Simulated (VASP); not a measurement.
Set up this calculation in VASP 6.6.1, as the native input.

| Item | Value |
| --- | --- |
| Task | single point |
| Functional | LDA |
| Potentials or basis | VASP PAW LDA potentials, release 64 (W_sv, S) |
| Cutoff | 520 eV |
| k mesh | 10 × 10 × 3 |
| Occupations | fermi-dirac, width 0.05 eV |
| Spin | no spin polarisation |
| Dipole correction | no |
| Further INCAR settings | ALGO = Normal; EDIFF = 1e-06; NBANDS = 35 |

The structure of WS2 (Tungstenite) lies in POSCAR:

```
WS2
1.0
    3.2423687753      0.0000000000      0.0000000000
   -1.6211843877      2.8079737278      0.0000000000
    0.0000000000      0.0000000000     12.7451602803
W S
2 4
Direct
    0.6666666667      0.3333333333      0.7500000000
    0.3333333333      0.6666666667      0.2500000000
    0.6666666667      0.3333333333      0.3750000000
    0.3333333333      0.6666666667      0.8750000000
    0.6666666667      0.3333333333      0.1250000000
    0.3333333333      0.6666666667      0.6250000000
```

One way to write it, as run:

INCAR

```
SYSTEM = WS2
  PREC = Accurate
  ENCUT = 520
  EDIFF = 1E-6
  ISMEAR = -1
  SIGMA = 0.05
  LREAL = .FALSE.
  LASPH = .TRUE.
  NELM = 100
  ALGO = Normal
  ISIF = 2
  LWAVE = .FALSE.
  LCHARG = .TRUE.
  GGA = CA
  LELF = .TRUE.
  LVHAR = .TRUE.
  NBANDS = 35
```

KPOINTS

```
regular mesh
0
G
  10 10 3
  0 0 0
```

Potentials or basis: VASP PAW LDA potentials, release 64 (W_sv, S).

Command:

```sh
$ cat potpaw_LDA.64/W_sv/POTCAR potpaw_LDA.64/S/POTCAR > POTCAR
$ mpirun -np 1 vasp_std > vasp.out
```

It gave:

```yaml
Pressure: -13.0 GPa
Largest_force: 1.231 eV/Å
Band_gap_on_the_k_mesh: 1.09 eV, indirect (least direct gap 1.92 eV)
```

Caveat: spin-orbit coupling is left out, which moves the levels of the heavy elements; forces of over 1 eV/Å act on the atoms, so gaps and moduli don't describe the material at rest.

Wall time 38 s on 1 thread of Intel(R) Xeon(R) 6975P-C (Granite Rapids), with other jobs on the host, peak memory 0.24 GiB.
